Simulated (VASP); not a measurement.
# SiC (F-43m) in VASP: further runs, part 2 of 2

VASP 6.6.1. The steps go on from the part before.

### Step 5. Single point, PBE

This run uses another cell than the first one, of 9.87 Å³/atom, 1.060 times its volume.

INCAR reads:

```
SYSTEM = SiC
  ALGO = Normal
  EDIFF = 1E-6
  ENCUT = 600
  GGA = PE
  GGA_COMPAT = .False.
  ISIF = 2
  ISMEAR = 0
  LASPH = .True.
  LCHARG = .False.
  LREAL = .False.
  LWAVE = .False.
  NBANDS = 11
  NELM = 120
  PREC = Accurate
  SIGMA = 0.01
```

KPOINTS reads:

```
k-points
0
Gamma
  4 4 4
  0 0 0
```

POSCAR reads:

```
SiC
1.0
    0.0000000000      2.1449594900      2.1449594900
    2.1449594900      0.0000000000      2.1449594900
    2.1449594900      2.1449594900      0.0000000000
Si C
1 1
Direct
    0.0000000000      0.0000000000      0.0000000000
    0.2500000000      0.2500000000      0.2500000000
```

Potentials or basis: VASP PAW PBE potentials, release 64 (Si, C).

The run is started by

```sh
> cat potpaw_PBE.64/Si/POTCAR potpaw_PBE.64/C/POTCAR > POTCAR
> mpirun -np 1 vasp_std > vasp.out
```

OUTCAR:

```text
SYSTEM = SiC
   EDIFF = 1E-6
   ENCUT = 600
   GGA = PE
   ISIF = 2
   ISMEAR = 0
   LASPH = .True.
   LREAL = .False.
   NELM = 120
   PREC = Accurate

 ion  position               nearest neighbor table
   1  0.000  0.000  0.000-   2 1.86   2 1.86   2 1.86   2 1.86
   2  0.250  0.250  0.250-   1 1.86   1 1.86   1 1.86   1 1.86

  LATTYP: Found a face centered cubic cell.
 ALAT       =     4.2899189800

  Lattice vectors:

 A1 = (   0.0000000000,   2.1449594900,   2.1449594900)
 A2 = (   2.1449594900,   0.0000000000,   2.1449594900)
 A3 = (   2.1449594900,   2.1449594900,   0.0000000000)

Analysis of symmetry for initial positions (statically):
=====================================================================
 Subroutine PRICEL returns:
 Original cell was already a primitive cell.

 Routine SETGRP: Setting up the symmetry group for a
 face centered cubic supercell.

 Subroutine GETGRP returns: Found 24 space group operations
 (whereof 24 operations were pure point group operations)
 out of a pool of 48 trial point group operations.

The static configuration has the point symmetry T_d .

Analysis of symmetry for dynamics (positions and initial velocities):
=====================================================================
 Subroutine PRICEL returns:
 Original cell was already a primitive cell.

 Routine SETGRP: Setting up the symmetry group for a
 face centered cubic supercell.

 Subroutine GETGRP returns: Found 24 space group operations
 (whereof 24 operations were pure point group operations)
 out of a pool of 48 trial point group operations.

The dynamic configuration has the point symmetry T_d .

 Subroutine INISYM returns: Found 24 space group operations
 (whereof 24 operations are pure point group operations),
 and found     1 'primitive' translations

----------------------------------------------------------------------------------------

                                     Primitive cell

[... 98 lines left out ...]
   GGA     = PE    functional components
   LHFCALC =     F    Hartree Fock is set to
   AEXX    =    0.0000 exact exchange contribution
   IVDW    =     0    specifies the selected vdW correction
   LEPSILON=     F    determine dielectric tensor
   LRPA    =     F    only Hartree local field effects (RPA)
 non-spin polarized calculation
 Gauss-broadening in eV      SIGMA  =   0.01
  energy-cutoff  :      600.00
  volume of cell :       19.74
 maximum number of plane-waves:       684
   NGX = 13   NGY = 13   NGZ = 13

 number of electron       7.9999999 magnetization

 Free energy of the ion-electron system (eV)
  ---------------------------------------------------
  ext. energy  EPLUGINS =         0.00000000
  ---------------------------------------------------
  free energy    TOTEN  =       -14.87799503 eV

  energy without entropy =      -14.87799503  energy(sigma->0) =      -14.87799503

 E-fermi :   8.7507     XC(G=0): -11.5484

 val. band max:        8.7038696598   @ k =   0.0000   0.0000   0.0000
 cond. band min:       9.9674692792   @ k =   0.5000   0.5000   0.0000
 fundamental gap:      1.2635996195
 Fermi energy:         8.7506602146

 k-point     1 :       0.0000    0.0000    0.0000
  band No.  band energies     occupation
      1      -7.1020      2.00000
      2       8.7039      2.00000
      3       8.7039      2.00000
      4       8.7039      2.00000
      5      15.4833      0.00000
      6      16.2976      0.00000
      7      16.2976      0.00000
      8      16.2976      0.00000
      9      23.4417      0.00000
     10      23.4417      0.00000
     11      25.8867      0.00000
[... 85 lines left out ...]
 k-point     8 :      -0.2500    0.5000    0.2500
  band No.  band energies     occupation
      1      -1.5805      2.00000
      2       1.5877      2.00000
      3       3.4744      2.00000
      4       3.8029      2.00000
      5      13.9523      0.00000
      6      18.4945      0.00000
      7      18.6528      0.00000
      8      18.6696      0.00000
      9      23.4975      0.00000
     10      26.6103      0.00000
     11      30.5964      0.00000

------------------------ aborting loop because EDIFF is reached ----------------------------------------

  FORCE on cell =-STRESS in cart. coord.  units (eV):
  Direction    XX          YY          ZZ          XY          YZ          ZX
  --------------------------------------------------------------------------------------
  -------------------------------------------------------------------------------------
  Total        1.8683221      1.8683221      1.8683221     -0.0000000     -0.0000000     -0.0000000
  in kB      151.6614012    151.6614012    151.6614012     -0.0000000     -0.0000000     -0.0000000
  external PRESSURE =     151.6614012 kB  Pullay stress =       0.0000000 kB

 VOLUME and BASIS-vectors are now :
 -----------------------------------------------------------------------------
  energy-cutoff  :      600.00
  volume of cell :       19.74
      direct lattice vectors                 reciprocal lattice vectors
     0.000000000  2.144959490  2.144959490    -0.233104635  0.233104635  0.233104635
     2.144959490  0.000000000  2.144959490     0.233104635 -0.233104635  0.233104635
     2.144959490  2.144959490  0.000000000     0.233104635  0.233104635 -0.233104635

 POSITION                                       TOTAL-FORCE (eV/Angst)
 -----------------------------------------------------------------------------------
      0.00000      0.00000      0.00000        -0.000000     -0.000000     -0.000000
      1.07248      1.07248      1.07248         0.000000      0.000000      0.000000
 -----------------------------------------------------------------------------------
    total drift:                                0.000000      0.000000      0.000000

  FREE ENERGIE OF THE ION-ELECTRON SYSTEM (eV)
  ---------------------------------------------------
  free  energy   TOTEN  =       -14.8779950252 eV

  energy  without entropy=      -14.8779950252  energy(sigma->0) =      -14.87799503
```

stdout:

```text
POSCAR found type information on POSCAR SiC
 POSCAR found :  2 types and       2 ions
 scaLAPACK will be used
 LDA part: xc-table for (Slater+PW92), standard interpolation
 POSCAR, INCAR and KPOINTS ok, starting setup
 FFT: planning ... GRIDC
 FFT: planning ... GRID_SOFT
 FFT: planning ... GRID
 WAVECAR not read
 entering main loop
```

Run time: 4 s. Hardware: 1 thread of Intel Xeon Platinum 8259CL at 2.50GHz (Skylake/Cascade Lake), shared host; peak memory 0.12 GiB.

Results:

```yaml
Free_energy: -14.8780 eV
Pressure: 15.2 GPa
Band_gap_on_the_k_mesh: 1.26 eV, indirect (least direct gap 4.56 eV)
```

Caveat: the k points lie up to 0.63 Å⁻¹ apart. A hybrid or GW would open this gap; PBE tends to underestimate it.

### Step 6. The runs side by side

| cell | gap on the mesh (eV) | pressure (GPa) |
| --- | --- | --- |
| a = 2.975 Å, angles 60.0°, 2 atoms | 1.20 | 32.6 |
| a = 2.914 Å, angles 60.0°, 2 atoms | 1.13 | 55.4 |
| a = 3.033 Å, angles 60.0°, 2 atoms | 1.26 | 15.2 |

Alike in all rows: task single point; level PBE; potentials or basis VASP PAW PBE potentials, release 64 (Si, C); no spin polarisation; k mesh 4 × 4 × 4; cutoff (eV) 600; smearing gaussian 0.01 eV.

Caveats: all runs use coarse meshes.

Absolute energies hang on the potentials; compare differences alone.
